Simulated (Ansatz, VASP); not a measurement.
**Two plane-wave programs on In6Te**

```xyz
7
Lattice="5.9152 0.0000 0.0000 -2.9576 5.1227 0.0000 0.0000 0.0000 5.0123" Properties=species:S:1:pos:R:3 pbc="T T T"
In   -0.9867    1.7090    2.5061
In    1.9709    3.4137    2.5061
In    1.9734    0.0000    2.5061
In   -1.9709    3.4137    2.5061
In    0.9867    1.7090    2.5061
In    3.9418    0.0000    2.5061
Te    0.0000    0.0000    0.0000
```

Change from the starting cell: species swapped into the LiC6 type (P6/mmm, No. 191).

Alike in both runs: task relaxation of cell and atoms; functional PBE; k mesh 3 × 3 × 4; occupations gaussian, width 0.1 eV; no spin polarisation.

```csv
,VASP,Ansatz
version,VASP 6.6.1,Ansatz 0.2.0
potentials or method,"VASP PAW PBE potentials, release 64 (In_d, Te), cutoff 600 eV","scalar-relativistic, plane waves, PAW"
valence electrons in the cell,84,94
```

|  | VASP | Ansatz | Ansatz less VASP |
| --- | --- | --- | --- |
| gap on the k mesh at the Fermi level, each at its own relaxed structure (eV) | none | none | - |
| relaxed volume (Å³/atom) | 33.63 | 33.79 | +0.162 |
| relaxed length of the cell vector where the two differ most in proportion (Å) | 9.314 | 9.336 | +0.0224 |

A gap of «none» marks a metal or a gap that the smearing closes. VASP's potentials hold 84 valence electrons a cell and Ansatz's 94, so a difference there can come from the potentials and not from the codes.

The k mesh is coarse, so the values compare programs but aren't converged. Spin-orbit coupling is off throughout. Noted on VASP's run: the volume moved by over 15 % at a fixed basis, so the end points are rough.
